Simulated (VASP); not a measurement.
Set up this calculation in VASP 6.6.1, as the native input.

```
Task                   : single point
Functional             : PBE
Potentials or basis    : VASP PAW PBE potentials, release 64 (Ca_sv, S)
Cutoff                 : 500 eV
k mesh                 : 8 × 8 × 8
Occupations            : gaussian, width 0.2246 eV
Spin                   : no spin polarisation
Dipole correction      : no
Further INCAR settings : ALGO = Normal; EDIFF = 1e-06; NBANDS = 15
```

The structure of CaS lies in POSCAR:

```
CaS
1.0
    0.0000000000      2.8968160000      2.8968160000
    2.8968160000      0.0000000000      2.8968160000
    2.8968160000      2.8968160000      0.0000000000
Ca S
1 1
Direct
    0.0000000000      0.0000000000      0.0000000000
    0.5000000000      0.5000000000      0.5000000000
```

The input as run:

INCAR

```
PREC = Accurate ; ENCUT = 500
EDIFF = 1E-6 ; ISMEAR = 0
SIGMA = 0.2246 ; LREAL = F
LASPH = T ; NELM = 120
ALGO = Normal ; ISIF = 2
LWAVE = F ; LCHARG = F
GGA = PE ; NBANDS = 15
GGA_COMPAT = F
```

KPOINTS

```
Automatic mesh
0
Gamma
  8 8 8
```

Potentials or basis: VASP PAW PBE potentials, release 64 (Ca_sv, S).

Run with:

```bash
$ cat potpaw_PBE.64/Ca_sv/POTCAR potpaw_PBE.64/S/POTCAR > POTCAR
$ mpirun -np 1 vasp_std > vasp.out
```

Results of the run:

- Pressure: -2.1 GPa
- Band gap on the k mesh: 2.46 eV, indirect (least direct gap 3.23 eV)

Run time: 11 s on 1 thread of Intel(R) Xeon(R) Platinum 8559C (Emerald Rapids), with other jobs on the host, peak memory 0.17 GiB.
